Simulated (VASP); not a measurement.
# SnO2 (Pbcn) in VASP: electric field gradients with r2SCAN

Aim: the electric field gradients of SnO2 with r2SCAN.

Everything below comes from runs of VASP 6.6.1. Logs are shortened: lines on timing, memory, paths and dates and some standing lists are left out, and cuts for length are marked.

## Step 1: The cell of the first run

The structure is orthorhombic, space group Pbcn (No. 60). The conventional cell has a = 4.735 Å, b = 5.751 Å, c = 5.247 Å, α = 90.00°, β = 90.00°, γ = 90.00°. Sn (site symmetry 2) has 6 O at 2.04 to 2.11 Å within 2.7 Å. Within 2.7 Å of O (site symmetry 1) lie 3 Sn at 2.04 to 2.11 Å and 1 O at 2.64 Å.

## Step 2: Electric field gradients, r2SCAN

POSCAR

```
SnO2
1.0
    4.7351461700      0.0000000000      0.0000000000
    0.0000000000      5.7509122300      0.0000000000
    0.0000000000      0.0000000000      5.2471142500
Sn O
4 8
Direct
    0.5000000000      0.6654477500      0.7500000000
    0.0000000000      0.8345522500      0.2500000000
    0.5000000000      0.3345522500      0.2500000000
    0.0000000000      0.1654477500      0.7500000000
    0.7303050400      0.6071234700      0.0786035800
    0.2303050400      0.8928765300      0.9213964200
    0.7696949600      0.8928765300      0.5786035800
    0.2696949600      0.6071234700      0.4213964200
    0.7303050400      0.3928765300      0.5786035800
    0.2303050400      0.1071234700      0.4213964200
    0.7696949600      0.1071234700      0.0786035800
    0.2696949600      0.3928765300      0.9213964200
```

INCAR.step1

```
SYSTEM = SnO2
  PREC = Accurate
  ENCUT = 520
  ISMEAR = -1
  SIGMA = 0.02
  LREAL = .FALSE.
  LASPH = .TRUE.
  NELM = 80
  NBANDS = 64
  GGA = PE
  ALGO = Normal
  EDIFF = 1E-4
  LWAVE = .TRUE.
  LCHARG = .FALSE.
```

INCAR.step2

```
SYSTEM = SnO2
  PREC = Accurate
  ENCUT = 520
  EDIFF = 1E-8
  ISMEAR = -1
  SIGMA = 0.02
  LREAL = .FALSE.
  LASPH = .TRUE.
  NELM = 80
  ALGO = Normal
  ISIF = 2
  LWAVE = .FALSE.
  LCHARG = .FALSE.
  METAGGA = R2SCAN
  LMIXTAU = .TRUE.
  LEFG = .TRUE.
  NBANDS = 64
  ISTART = 1
```

KPOINTS

```
regular mesh
0
G
  5 4 5
  0 0 0
```

Potentials or basis: VASP PAW PBE potentials, release 64 (Sn_d, O).

Launch:

```bash
$ cat potpaw_PBE.64/Sn_d/POTCAR potpaw_PBE.64/O/POTCAR > POTCAR
$ cp INCAR.step1 INCAR
$ mpirun -np 1 vasp_std > vasp.out
$ cp INCAR.step2 INCAR
$ mpirun -np 1 vasp_std > vasp.out
```

OUTCAR:

```text
SYSTEM = SnO2
   PREC = Accurate
   ENCUT = 520
   EDIFF = 1E-8
   ISMEAR = -1
   LREAL = .FALSE.
   LASPH = .TRUE.
   NELM = 80
   ISIF = 2
   METAGGA = R2SCAN
   ISTART = 1

 ion  position               nearest neighbor table
   1  0.500  0.665  0.750-   6 2.04   7 2.04   5 2.07   8 2.07   9 2.11  12 2.11   3 3.24   3 3.24
                             2 3.67   2 3.67   2 3.67   2 3.67   4 3.72   4 3.72   4 3.72   4 3.72
   2  0.000  0.835  0.250-   5 2.04   8 2.04   7 2.07   6 2.07  10 2.11  11 2.11   4 3.24   4 3.24
                             1 3.67   1 3.67   1 3.67   1 3.67   3 3.72   3 3.72   3 3.72   3 3.72
   3  0.500  0.335  0.250-  10 2.04  11 2.04   9 2.07  12 2.07   5 2.11   8 2.11   1 3.24   1 3.24
                             4 3.67   4 3.67   4 3.67   4 3.67   2 3.72   2 3.72   2 3.72   2 3.72
   4  0.000  0.165  0.750-   9 2.04  12 2.04  11 2.07  10 2.07   6 2.11   7 2.11   2 3.24   2 3.24
                             3 3.67   3 3.67   3 3.67   3 3.67   1 3.72   1 3.72   1 3.72   1 3.72
   5  0.730  0.607  0.079-   2 2.04   1 2.07   3 2.11
   6  0.230  0.893  0.921-   1 2.04   2 2.07   4 2.11
   7  0.770  0.893  0.579-   1 2.04   2 2.07   4 2.11
   8  0.270  0.607  0.421-   2 2.04   1 2.07   3 2.11
   9  0.730  0.393  0.579-   4 2.04   3 2.07   1 2.11
  10  0.230  0.107  0.421-   3 2.04   4 2.07   2 2.11
  11  0.770  0.107  0.079-   3 2.04   4 2.07   2 2.11
  12  0.270  0.393  0.921-   4 2.04   3 2.07   1 2.11

  LATTYP: Found a simple orthorhombic cell.
 ALAT       =     4.7351461700
 B/A-ratio  =     1.1081208608
 C/A-ratio  =     1.2145163050

  Lattice vectors:

 A1 = (  -4.7351461700,   0.0000000000,   0.0000000000)
 A2 = (   0.0000000000,   0.0000000000,   5.2471142500)
 A3 = (   0.0000000000,   5.7509122300,   0.0000000000)

Analysis of symmetry for initial positions (statically):
=====================================================================
 Subroutine PRICEL returns:
 Original cell was already a primitive cell.

 Routine SETGRP: Setting up the symmetry group for a
 simple orthorhombic supercell.

 Subroutine GETGRP returns: Found  8 space group operations
 (whereof  2 operations were pure point group operations)
 out of a pool of  8 trial point group operations.

The static configuration has the point symmetry S_2 .
 The point group associated with its full space group is D_2h.

Analysis of symmetry for dynamics (positions and initial velocities):
=====================================================================
[... 1812 lines left out ...]
     0.000000000  5.750912230  0.000000000     0.000000000  0.173885457  0.000000000
     0.000000000  0.000000000  5.247114250     0.000000000  0.000000000  0.190580946

 POSITION                                       TOTAL-FORCE (eV/Angst)
 -----------------------------------------------------------------------------------
      2.36757      3.82693      3.93534         0.000000     -0.009883     -0.000000
      0.00000      4.79944      1.31178         0.000000      0.009883     -0.000000
      2.36757      1.92398      1.31178         0.000000      0.009883     -0.000000
      0.00000      0.95148      3.93534         0.000000     -0.009883     -0.000000
      3.45810      3.49151      0.41244        -0.011862      0.004862      0.005911
      1.09053      5.13485      4.83467        -0.011862     -0.004862     -0.005911
      3.64462      5.13485      3.03600         0.011862     -0.004862      0.005911
      1.27705      3.49151      2.21112         0.011862      0.004862     -0.005911
      3.45810      2.25940      3.03600        -0.011862     -0.004862      0.005911
      1.09053      0.61606      2.21112        -0.011862      0.004862     -0.005911
      3.64462      0.61606      0.41244         0.011862      0.004862      0.005911
      1.27705      2.25940      4.83467         0.011862     -0.004862     -0.005911
 -----------------------------------------------------------------------------------
    total drift:                               -0.000000      0.000000      0.000000

  FREE ENERGIE OF THE ION-ELECTRON SYSTEM (eV)
  ---------------------------------------------------
  free  energy   TOTEN  =      -169.0594346883 eV

  energy  without entropy=     -169.0594346883  energy(sigma->0) =     -169.05943469

 Electric field gradients (V/A^2)
---------------------------------------------------------------------
 ion       V_xx      V_yy      V_zz      V_xy      V_xz      V_yz
---------------------------------------------------------------------
   1       1.205    21.135   -22.339     0.000    12.707     0.000
   2       1.205    21.135   -22.339    -0.000   -12.707    -0.000
   3       1.205    21.135   -22.339    -0.000    12.707     0.000
   4       1.205    21.135   -22.339     0.000   -12.707    -0.000
   5     -16.922    -2.094    19.016    64.793    59.170   -21.918
   6     -16.922    -2.094    19.016   -64.793   -59.170   -21.918
   7     -16.922    -2.094    19.016    64.793   -59.170    21.918
   8     -16.922    -2.094    19.016   -64.793    59.170    21.918
   9     -16.922    -2.094    19.016   -64.793    59.170    21.918
  10     -16.922    -2.094    19.016    64.793   -59.170    21.918
  11     -16.922    -2.094    19.016   -64.793   -59.170   -21.918
  12     -16.922    -2.094    19.016    64.793    59.170   -21.918
---------------------------------------------------------------------

 Electric field gradients after diagonalization (V/A^2)
 (convention: |V_zz| > |V_xx| > |V_yy|)
----------------------------------------------------------------------
 ion       V_xx      V_yy      V_zz     asymmetry (V_yy - V_xx)/ V_zz
----------------------------------------------------------------------
   1      21.135     6.755   -27.889       0.516
   2      21.135     6.755   -27.889       0.516
   3      21.135     6.755   -27.889       0.516
   4      21.135     6.755   -27.889       0.516
   5      73.020    30.623  -103.642       0.409
   6      73.020    30.623  -103.642       0.409
   7      73.020    30.623  -103.642       0.409
   8      73.020    30.623  -103.642       0.409
   9      73.020    30.623  -103.642       0.409
  10      73.020    30.623  -103.642       0.409
  11      73.020    30.623  -103.642       0.409
  12      73.020    30.623  -103.642       0.409
----------------------------------------------------------------------

           NMR quadrupolar parameters

 Cq : quadrupolar parameter    Cq=e*Q*V_zz/h
 eta: asymmetry parameters     (V_yy - V_xx)/ V_zz
 Q  : nuclear electric quadrupole moment in mb (millibarn)
----------------------------------------------------------------------
 ion       Cq(MHz)       eta       Q (mb)
----------------------------------------------------------------------
   1      -0.067       0.516       1.000
   2      -0.067       0.516       1.000
   3      -0.067       0.516       1.000
   4      -0.067       0.516       1.000
   5      -0.251       0.409       1.000
   6      -0.251       0.409       1.000
   7      -0.251       0.409       1.000
   8      -0.251       0.409       1.000
   9      -0.251       0.409       1.000
  10      -0.251       0.409       1.000
  11      -0.251       0.409       1.000
  12      -0.251       0.409       1.000
----------------------------------------------------------------------
```

OUTCAR.step1:

```text
SYSTEM = SnO2
   PREC = Accurate
   ENCUT = 520
   ISMEAR = -1
   LREAL = .FALSE.
   LASPH = .TRUE.
   NELM = 80
[... 1875 lines left out ...]
      1.09053      0.61606      2.21112         0.071055     -0.067079      0.018809
      3.64462      0.61606      0.41244        -0.071055     -0.067079     -0.018809
      1.27705      2.25940      4.83467        -0.071055      0.067079      0.018809
 -----------------------------------------------------------------------------------
    total drift:                               -0.000000      0.000000      0.000000

  FREE ENERGIE OF THE ION-ELECTRON SYSTEM (eV)
  ---------------------------------------------------
  free  energy   TOTEN  =       -74.2702014402 eV

  energy  without entropy=      -74.2702014402  energy(sigma->0) =      -74.27020144
```

OSZICAR.step1:

```text
N       E                     dE             d eps       ncg     rms          rms(c)
DAV:   1     0.160210381916E+04    0.16021E+04   -0.48712E+04  4032   0.260E+03
DAV:   2     0.258840449364E+03   -0.13433E+04   -0.12715E+04  3616   0.809E+02
DAV:   3    -0.589990850065E+02   -0.31784E+03   -0.30987E+03  3752   0.281E+02
DAV:   4    -0.858723289607E+02   -0.26873E+02   -0.26595E+02  4320   0.905E+01
DAV:   5    -0.866453815298E+02   -0.77305E+00   -0.77069E+00  4088   0.160E+01    0.224E+01
DAV:   6    -0.739919568188E+02    0.12653E+02   -0.43215E+01  5560   0.704E+01    0.802E+00
DAV:   7    -0.743294996797E+02   -0.33754E+00   -0.51905E+00  3888   0.937E+00    0.472E+00
DAV:   8    -0.743080656620E+02    0.21434E-01   -0.69662E-01  4848   0.616E+00    0.125E+00
DAV:   9    -0.742685942643E+02    0.39471E-01   -0.22763E-01  5176   0.492E+00    0.247E-01
DAV:  10    -0.742698762555E+02   -0.12820E-02   -0.17032E-02  5200   0.968E-01    0.797E-02
DAV:  11    -0.742701902684E+02   -0.31401E-03   -0.12827E-03  4456   0.272E-01    0.196E-02
DAV:  12    -0.742702014402E+02   -0.11172E-04   -0.66633E-05  2360   0.623E-02
   1 F= -.74270201E+02 E0= -.74270201E+02  d E =-.421923E-12
```

Wall time 10 min (1 thread of Intel Xeon Platinum 8488C (Sapphire Rapids), shared host); peak memory 0.37 GiB.

What came out:

```
Free energy            : -169.0594 eV
Pressure               : 0.2 GPa
Largest force          : 0.014 eV/Å
Band gap on the k mesh : 2.05 eV, indirect (least direct gap 2.06 eV)
```

Forces in eV/Å, atoms in the order of the input:
```
Sn   0.000 -0.010  0.000
Sn   0.000  0.010  0.000
Sn   0.000  0.010  0.000
Sn   0.000 -0.010  0.000
O   -0.012  0.005  0.006
O   -0.012 -0.005 -0.006
O    0.012 -0.005  0.006
O    0.012  0.005 -0.006
O   -0.012 -0.005  0.006
O   -0.012  0.005 -0.006
O    0.012  0.005  0.006
O    0.012 -0.005 -0.006
```

Electric field gradients, principal values (V/Å²):
```csv
atom,least,middle,greatest (by size)
1 Sn,6.755,21.135,-27.889
2 Sn,6.755,21.135,-27.889
3 Sn,6.755,21.135,-27.889
4 Sn,6.755,21.135,-27.889
5 O,30.623,73.020,-103.642
6 O,30.623,73.020,-103.642
7 O,30.623,73.020,-103.642
8 O,30.623,73.020,-103.642
9 O,30.623,73.020,-103.642
10 O,30.623,73.020,-103.642
11 O,30.623,73.020,-103.642
12 O,30.623,73.020,-103.642
```

Caveat: without QUAD_EFG the Cq values of the log hold for a quadrupole moment of 1 mb, not for the nuclei; the PAW data sets were made with another functional, which shifts forces and pressure a little; spin-orbit coupling is left out, which moves the levels of the heavy elements.
